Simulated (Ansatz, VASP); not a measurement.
## Ta3Cu in VASP and in Ansatz

File INCAR:

```
SYSTEM = Ta3Cu
PREC     = Accurate       ! precision mode
ENCUT    = 600            ! plane-wave cutoff, eV
EDIFF    = 1E-6           ! SCF threshold, eV
ISMEAR   = -1             ! smearing method
SIGMA    = 0.05           ! smearing width, eV
LREAL    = .FALSE.        ! projectors in reciprocal space
LASPH    = .TRUE.         ! aspherical terms in the spheres
NELM     = 120            ! most SCF steps
ALGO     = Normal         ! electronic algorithm
ISIF     = 2              ! what is computed and relaxed
LWAVE    = .FALSE.        ! write WAVECAR
LCHARG   = .FALSE.        ! write CHGCAR
GGA      = CA             ! functional
NBANDS   = 30             ! bands
GGA_COMPAT= .FALSE.
```

Contents of KPOINTS:

```
Automatic mesh
0
G
  9 9 9
  0 0 0
```

The input POSCAR:

```
Ta3Cu
1.0
   -2.0065070000      2.0065070000      4.2081700000
    2.0065070000     -2.0065070000      4.2081700000
    2.0065070000      2.0065070000     -4.2081700000
Ta Cu
3 1
Direct
    0.5000000000      0.5000000000      0.0000000000
    0.2500000000      0.7500000000      0.5000000000
    0.7500000000      0.2500000000      0.5000000000
    0.0000000000      0.0000000000      0.0000000000
```

input.yaml

```yaml
crystal:
  lattice:
    - [-2.006507, 2.006507, 4.20817]
    - [2.006507, -2.006507, 4.20817]
    - [2.006507, 2.006507, -4.20817]
  atoms:
    - { symbol: Ta, position: [0.5, 0.5, 0.0] }
    - { symbol: Ta, position: [0.25, 0.75, 0.5] }
    - { symbol: Ta, position: [0.75, 0.25, 0.5] }
    - { symbol: Cu, position: [0.0, 0.0, 0.0] }
kpoints:
  mp_grid: { grid: [9, 9, 9] }
scf:
  occupations: { method: fermi_dirac, width: 0.05 }
hamiltonian:
  xc: lda
  pseudopotentials: { kind: all_electron, lapw: { basis_error: 0.002 } }
output:
  forces: true
  stress: true
  eigenvalues: true
```

Alike in both runs: task single point; functional LDA; k mesh 9 × 9 × 9; occupations fermi-dirac, width 0.05 eV; no spin polarisation.

```csv
,VASP,Ansatz
version,VASP 6.6.1,Ansatz 0.2.0
potentials or method,"VASP PAW LDA potentials, release 64 (Ta_pv, Cu), cutoff 600 eV","all-electron LAPW, scalar-relativistic"
```

```csv
,VASP,Ansatz,Ansatz less VASP
gap on the k mesh at the Fermi level (eV),none,none,-
pressure (GPa),-10.4,-11.3,-0.91
"traceless stress, the component that is largest in VASP (GPa)",-0.49,-0.36,+0.133
```

LDA's correlation is that of Perdew and Zunger in VASP and of Perdew and Wang (1992) in Ansatz. A gap of «none» marks a metal or a gap that the smearing closes. Ansatz ran all-electron here, and VASP with PAW potentials.

Spin-orbit coupling is off throughout.
